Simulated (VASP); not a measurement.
# Ru (P6_3/mmc) in VASP: a series of runs, part 3 of 3

VASP 6.6.1.

### Step 6. Relaxation of cell and atoms, PBEsol

This run uses another cell than the first one: it holds 6 atoms, not 2.

INCAR reads:

```
SYSTEM = Ru
  PREC = Accurate
  ENCUT = 600
  EDIFF = 1E-6
  ISMEAR = 0
  SIGMA = 0.1
  LREAL = .False.
  LASPH = .True.
  NELM = 100
  ALGO = Fast
  ISIF = 3
  LWAVE = .False.
  LCHARG = .False.
  GGA = PS
  IBRION = 2
  NSW = 80
  EDIFFG = -0.015
```

KPOINTS reads:

```
regular mesh
0
Gamma
  10 12 12
  0 0 0
```

POSCAR reads:

```
Ru
1.0
    0.0000000000      0.0000000000      4.2519430486
    4.0342218022      2.3291590434      0.0000000000
   -4.0342218021      2.3291590435      0.0000000000
Ru
6
Direct
    0.2500000000      0.3333333333      0.3333333333
    0.2500000000      0.6666666667      0.0000000000
    0.2500000000      0.0000000000      0.6666666667
    0.7500000000      0.3333333333      1.0000000000
    0.7500000000      0.6666666667      0.6666666667
    0.7500000000      0.0000000000      0.3333333333
```

Potentials or basis: VASP PAW PBE potentials, release 64 (Ru_pv).

The run is started by

```bash
> cat potpaw_PBE.64/Ru_pv/POTCAR > POTCAR
> mpirun -np 1 vasp_std > vasp.out
```

OUTCAR:

```text
SYSTEM = Ru
   PREC = Accurate
   ENCUT = 600
   EDIFF = 1E-6
   ISMEAR = 0
   LREAL = .False.
   LASPH = .True.
   NELM = 100
   ISIF = 3
   GGA = PS
   IBRION = 2
   NSW = 80
   EDIFFG = -0.015

 ion  position               nearest neighbor table
   1  0.250  0.333  0.333-   4 2.63   4 2.63   6 2.63   6 2.63   5 2.63   5 2.63   3 2.69   2 2.69
                             2 2.69   2 2.69   3 2.69   3 2.69
   2  0.250  0.667  0.000-   5 2.63   5 2.63   6 2.63   6 2.63   4 2.63   4 2.63   3 2.69   1 2.69
                             1 2.69   3 2.69   1 2.69   3 2.69
   3  0.250  0.000  0.667-   4 2.63   4 2.63   5 2.63   5 2.63   6 2.63   6 2.63   1 2.69   2 2.69
                             2 2.69   1 2.69   1 2.69   2 2.69
   4  0.750  0.333  0.000-   1 2.63   1 2.63   3 2.63   3 2.63   2 2.63   2 2.63   6 2.69   5 2.69
                             5 2.69   6 2.69   5 2.69   6 2.69
   5  0.750  0.667  0.667-   2 2.63   2 2.63   3 2.63   3 2.63   1 2.63   1 2.63   6 2.69   4 2.69
                             4 2.69   4 2.69   6 2.69   6 2.69
   6  0.750  0.000  0.333-   2 2.63   2 2.63   1 2.63   1 2.63   3 2.63   3 2.63   5 2.69   4 2.69
                             4 2.69   5 2.69   5 2.69   4 2.69
[... 7 lines left out ...]
 A1 = (   4.0342218022,   2.3291590434,   0.0000000000)
 A2 = (  -4.0342218021,   2.3291590435,   0.0000000000)
 A3 = (   0.0000000000,   0.0000000000,   4.2519430486)

Analysis of symmetry for initial positions (statically):
=====================================================================
 Subroutine PRICEL returns following result:

  LATTYP: Found a hexagonal cell.
 ALAT       =     2.6894812012
 C/A-ratio  =     1.5809528792

  Lattice vectors:

 A1 = (  -1.3447406002,  -2.3291590434,   0.0000000000)
 A2 = (   2.6894812012,  -0.0000000000,   0.0000000000)
 A3 = (   0.0000000000,   0.0000000000,   4.2519430486)

   3 primitive cells build up your supercell.

 Routine SETGRP: Setting up the symmetry group for a
 hexagonal supercell.

 Subroutine GETGRP returns: Found 24 space group operations
 (whereof 12 operations were pure point group operations)
 out of a pool of 24 trial point group operations.

The static configuration has the point symmetry D_3d.
 The point group associated with its full space group is D_6h.

Analysis of symmetry for dynamics (positions and initial velocities):
=====================================================================
 Subroutine PRICEL returns following result:

  LATTYP: Found a hexagonal cell.
 ALAT       =     2.6894812012
 C/A-ratio  =     1.5809528792

  Lattice vectors:

 A1 = (  -1.3447406002,  -2.3291590434,   0.0000000000)
 A2 = (   2.6894812012,  -0.0000000000,   0.0000000000)
 A3 = (   0.0000000000,   0.0000000000,   4.2519430486)

   3 primitive cells build up your supercell.

 Routine SETGRP: Setting up the symmetry group for a
 hexagonal supercell.

 Subroutine GETGRP returns: Found 24 space group operations
 (whereof 12 operations were pure point group operations)
 out of a pool of 24 trial point group operations.

The dynamic configuration has the point symmetry D_3d.
 The point group associated with its full space group is D_6h.

 Subroutine INISYM returns: Found 24 space group operations
 (whereof 12 operations are pure point group operations),
 and found     3 'primitive' translations

[... 76 lines left out ...]
   k-points           NKPTS =    114   k-points in BZ     NKDIM =    114   number of bands    NBANDS=     50
   number of dos      NEDOS =    301   number of ions     NIONS =      6
   total plane-waves  NPLWV =  57600
   dimension x,y,z NGX =    36 NGY =   40 NGZ =   40
   dimension x,y,z NGXF=    72 NGYF=   80 NGZF=   80
   ions per type =               6
   NGX,Y,Z   is equivalent  to a cutoff of  14.08, 14.28, 14.28 a.u.
   NGXF,Y,Z  is equivalent  to a cutoff of  28.15, 28.55, 28.55 a.u.
 SYSTEM =  Ru
   PREC   = accura    normal or accurate (medium, high low for compatibility)
   ISTART =      0    job   : 0-new  1-cont  2-samecut
   ICHARG =      2    charge: 1-file 2-atom 10-const
   ISPIN  =      1    spin polarized calculation?
   LNONCOLLINEAR =      F non collinear calculations
   LSORBIT =      F    spin-orbit coupling
   LASPH  =      T    aspherical Exc in radial PAW
   ENCUT  =  600.0 eV  44.10 Ry    6.64 a.u.   8.49  9.30  9.30*2*pi/ulx,y,z
   NELM   =    100;   NELMIN=  2; NELMDL= -5     # of ELM steps
   EDIFF  = 0.1E-05   stopping-criterion for ELM
   LREAL  =      F    real-space projection
   EDIFFG = -.1E-01   stopping-criterion for IOM
   NSW    =     80    number of steps for IOM
   IBRION =      2    ionic relax: 0-MD 1-quasi-New 2-CG
   NFREE  =      1    steps in history (QN), initial steepest desc. (CG)
   ISIF   =      3    stress and relaxation
   ISYM   =      2    0-nonsym 1-usesym 2-fastsym
   POTIM  = 0.5000    time-step for ionic-motion
   TEBEG  =    0.0;   TEEND  =   0.0 temperature during run
   PSTRESS=    0.0 pullay stress
   NELECT =      84.0000    total number of electrons
   NUPDOWN=      -1.0000    fix difference up-down
   EMIN   =  10.00;   EMAX   =-10.00  energy-range for DOS
   EFERMI =   0.00;   METHOD = LEGACY
   ISMEAR =     0;   SIGMA  =   0.10  broadening in eV -4-tet -1-fermi 0-gaus
   EFERMI_NEDOS =   21; number of points for ismear=-14 and -15
   IALGO  =     68    algorithm
   IMIX   =      4    mixing-type and parameters
     AMIX     =   0.40;   BMIX     =  1.00
     AMIX_MAG =   1.60;   BMIX_MAG =  1.00
  volume/ion in A,a.u.               =      13.32        89.87
  Fermi-wavevector in a.u.,A,eV,Ry     =   1.664597  3.145632 37.700160  2.770884
  Thomas-Fermi vector in A             =   2.751113
   LORBIT       =      0    0 simple, 1 ext, 2 COOP (PROOUT), +10 PAW based schemes
   GGA     = PS    functional components
   LHFCALC =     F    Hartree Fock is set to
   AEXX    =    0.0000 exact exchange contribution
   IVDW    =     0    specifies the selected vdW correction
   LEPSILON=     F    determine dielectric tensor
   LRPA    =     F    only Hartree local field effects (RPA)
 conjugate gradient relaxation of ions
 non-spin polarized calculation
 RMM-DIIS sequential band-by-band and
 Gauss-broadening in eV      SIGMA  =   0.10
  energy-cutoff  :      600.00
  volume of cell :       79.91
 maximum number of plane-waves:      2699
 NGX is ok and might be reduce to    36

--------------------------------------- Ionic step        1  -------------------------------------------

 number of electron      83.9999994 magnetization

 Free energy of the ion-electron system (eV)
  ---------------------------------------------------
  ext. energy  EPLUGINS =         0.00000000
  ---------------------------------------------------
  free energy    TOTEN  =       -61.03608446 eV

  energy without entropy =      -61.01075407  energy(sigma->0) =      -61.02341927

------------------------ aborting loop because EDIFF is reached ----------------------------------------

  FORCE on cell =-STRESS in cart. coord.  units (eV):
  Direction    XX          YY          ZZ          XY          YZ          ZX
  --------------------------------------------------------------------------------------
  -------------------------------------------------------------------------------------
  Total        0.1011915      0.1011915     -0.1795420      0.0000000      0.0000000      0.0000000
  in kB        2.0289814      2.0289814     -3.5999810      0.0000000      0.0000000      0.0000000
  external PRESSURE =       0.1526606 kB  Pullay stress =       0.0000000 kB
[... 67 lines left out ...]
--------------------------------------- Ionic step        3  -------------------------------------------

 number of electron      83.9999994 magnetization

 Free energy of the ion-electron system (eV)
  ---------------------------------------------------
  ext. energy  EPLUGINS =         0.00000000
  ---------------------------------------------------
  free energy    TOTEN  =       -61.03618904 eV

  energy without entropy =      -61.01097980  energy(sigma->0) =      -61.02358442

 E-fermi :  13.0668     XC(G=0): -14.4001

 val. band max:       13.0601478279   @ k =   0.3000   0.2500   0.1667
 cond. band min:      13.0708137170   @ k =   0.2000   0.4167   0.0833
 fundamental gap:      0.0106658891
 Fermi energy:        13.0667709377

 k-point     1 :       0.0000    0.0000    0.0000
  band No.  band energies     occupation
      1     -30.6297      2.00000
      2     -30.2814      2.00000
      3     -30.2814      2.00000
      4     -30.0938      2.00000
      5     -30.0938      2.00000
      6     -30.0938      2.00000
[... 1261 lines left out ...]
     49      14.7647      0.00000
     50      14.7647      0.00000

 [... further k-points ...]

------------------------ aborting loop because EDIFF is reached ----------------------------------------

  FORCE on cell =-STRESS in cart. coord.  units (eV):
  Direction    XX          YY          ZZ          XY          YZ          ZX
  --------------------------------------------------------------------------------------
  -------------------------------------------------------------------------------------
  Total       -0.0162882     -0.0162882     -0.0673101     -0.0000000     -0.0000000     -0.0000000
  in kB       -0.3265663     -0.3265663     -1.3495196     -0.0000000     -0.0000000     -0.0000000
  external PRESSURE =      -0.6675508 kB  Pullay stress =       0.0000000 kB
[... 21 lines left out ...]
  FREE ENERGIE OF THE ION-ELECTRON SYSTEM (eV)
  ---------------------------------------------------
  free  energy   TOTEN  =       -61.0361890379 eV

  energy  without entropy=      -61.0109798037  energy(sigma->0) =      -61.02358442

 reached required accuracy - stopping structural energy minimisation
```

Run time: 14 min. Hardware: 1 thread of Oxide Virtual Turin-like, shared host; peak memory 0.47 GiB.

What came out:

```
Free energy               : -61.0362 eV
Energy gained by relaxing : 0.0 meV/atom
Ionic steps               : 3
Pressure after relaxing   : -0.1 GPa
Band gap on the k mesh    : zero (bands 42 and 43 overlap by 1.36 eV)
```

The path:
| step | energy change (eV) | largest force (eV/Å) | pressure (GPa) | volume (Å³) |
| --- | --- | --- | --- | --- |
| 1 | 0.0000 | 0.0000 | 0.02 | 79.91 |
| 2 | 0.0000 | 0.0000 | 0.00 | 79.92 |
| 3 | -0.0001 | 0.0000 | -0.07 | 79.91 |

Final structure:
```yaml
crystal:
  lattice:
    - [0.00000, 0.00000, 4.24921]
    - [4.03568, 2.33000, 0.00000]
    - [-4.03568, 2.33000, 0.00000]
  atoms:
    - { symbol: Ru, position: [0.25000, 0.33333, 0.33333] }
    - { symbol: Ru, position: [0.25000, 0.66667, 0.00000] }
    - { symbol: Ru, position: [0.25000, 0.00000, 0.66667] }
    - { symbol: Ru, position: [0.75000, 0.33333, 0.00000] }
    - { symbol: Ru, position: [0.75000, 0.66667, 0.66667] }
    - { symbol: Ru, position: [0.75000, 0.00000, 0.33333] }
```

Levels at points of the mesh, in eV from the Fermi level:
```csv
k point,band 38,band 39,band 40,band 41,band 42,band 43,band 44,band 45,band 46,band 47
"(0.00, 0.00, 0.00)",-1.46,-1.46,-1.12,-1.12,1.04,1.04,1.04,1.04,1.21,1.21
"(0.50, 0.00, 0.00)",-2.81,-1.24,-1.24,-1.24,-1.24,0.56,0.56,0.56,0.56,1.25
"(0.00, 0.50, 0.00)",-1.52,-1.52,-0.96,-0.96,-0.12,-0.12,0.74,0.74,1.46,1.66
"(0.50, 0.50, 0.00)",-1.48,-1.11,-1.11,0.43,0.43,1.10,1.10,1.10,1.10,1.73
```

Caveat: the PAW data sets were made with another functional, which shifts forces and pressure a little.

### Step 7. Summary

| task | cell | k mesh | cutoff (eV) | gap on the mesh (eV) | pressure (GPa) |
| --- | --- | --- | --- | --- | --- |
| single point | a = 2.689, b = 2.689, c = 4.294 Å, angles 90.0, 90.0, 120.0°, 2 atoms, atomic positions A | 24 × 24 × 12 | 520 | none | -3.5 |
| single point | a = 2.689, b = 2.689, c = 4.337 Å, angles 90.0, 90.0, 120.0°, 2 atoms, atomic positions A | 24 × 24 × 12 | 520 | none | -6.7 |
| single point | a = 2.689, b = 2.689, c = 4.380 Å, angles 90.0, 90.0, 120.0°, 2 atoms, atomic positions A | 24 × 24 × 12 | 520 | none | -9.6 |
| single point | a = 4.249, b = 4.660, c = 4.660 Å, angles 120.0, 90.0, 90.0°, 6 atoms, atomic positions B | 10 × 12 × 12 | 520 | none | -0.1 |
| relaxation of cell and atoms | relaxed from a = 4.252, b = 4.658, c = 4.658 Å, angles 120.0, 90.0, 90.0°, 6 atoms, atomic positions B | 10 × 12 × 12 | 600 | none | -0.1 |

Alike in all rows: level PBEsol; potentials or basis VASP PAW PBE potentials, release 64 (Ru_pv); no spin polarisation; smearing gaussian 0.1 eV.

Caveats: the PAW data sets were made with another functional, which shifts forces and pressure a little; the cell stands under tension (at least some runs).

Absolute energies hang on the potentials; compare differences alone.
